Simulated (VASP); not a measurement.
Input of a VASP 6.6.1 run:

Contents of INCAR:

```
PREC     = Accurate       # precision mode
ENCUT    = 600            # plane-wave cutoff, eV
EDIFF    = 1E-6           # SCF threshold, eV
ISMEAR   = 0              # smearing method
SIGMA    = 0.1            # smearing width, eV
LREAL    = False          # projectors in reciprocal space
LASPH    = True           # aspherical terms in the spheres
NELM     = 120            # most SCF steps
ALGO     = Normal         # electronic algorithm
ISIF     = 2              # what is computed and relaxed
LWAVE    = False          # write WAVECAR
LCHARG   = False          # write CHGCAR
GGA      = PS             # functional
NBANDS   = 37             # bands
GGA_COMPAT= False
```

The input KPOINTS:

```
regular mesh
0
Gamma
  8 8 8
```

The input POSCAR:

```
Ag2O
1.0
    4.7064930204      0.0000000000      0.0000000000
    0.0000000000      4.7064930204      0.0000000000
    0.0000000000      0.0000000000      4.7064930204
Ag O
4 2
Direct
    0.2500000000      0.2500000000      0.2500000000
    0.2500000000      0.7500000000      0.7500000000
    0.7500000000      0.7500000000      0.2500000000
    0.7500000000      0.2500000000      0.7500000000
    0.0000000000      0.0000000000      0.0000000000
    0.5000000000      0.5000000000      0.5000000000
```

Potentials or basis: VASP PAW PBE potentials, release 64 (Ag, O).

Run with:

```bash
$ cat potpaw_PBE.64/Ag/POTCAR potpaw_PBE.64/O/POTCAR > POTCAR
$ mpirun -np 1 vasp_std > vasp.out
```

Task: Estimate the pressure.

Result: -0.3 GPa.

Task: What does it give for the band gap on the k mesh?

Result: Zero (filled and empty bands touch).

Caveat: the PAW data sets were made with another functional, which shifts forces and pressure a little.
